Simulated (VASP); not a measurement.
CsCl:

```
CELL_PARAMETERS angstrom
4.12300 0.00000 0.00000
0.00000 4.12300 0.00000
0.00000 0.00000 4.12300
ATOMIC_POSITIONS crystal
Cs 0.00000 0.00000 0.00000
Cl 0.50000 0.50000 0.50000
```

- Program: VASP 6.6.1
- Task: relaxation of cell and atoms
- Functional: LDA
- Potentials or basis: VASP PAW LDA potentials, release 64 (Cs_sv, Cl)
- Cutoff: 500 eV
- k mesh: 10 × 10 × 10
- Occupations: fermi-dirac, width 0.05 eV
- Spin: no spin polarisation

At the start: pressure -2.1 GPa; volume 35.04 Å³/atom.

Question: How do energy, volume and symmetry change on relaxing?

Answer: Over 4 steps the energy falls by 26.1 meV/atom and the volume is 31.42 Å³/atom (-10.3 %); space group Pm-3m (No. 221, to 0.1 Å) before and after.

Step by step:
```csv
step,energy change (eV),largest force (eV/Å),pressure (GPa),volume (Å³)
1,0.0000,0.0000,-2.06,70.09
2,-0.0435,0.0000,-0.97,65.61
3,-0.0521,0.0000,-0.07,63.02
4,-0.0522,0.0000,0.01,62.84
```

Final structure:
```
Cs Cl
1.0
     3.97565    0.00000    0.00000
     0.00000    3.97565    0.00000
     0.00000    0.00000    3.97565
Cs Cl
1 1
Direct
  0.00000 0.00000 0.00000
  0.50000 0.50000 0.50000
```
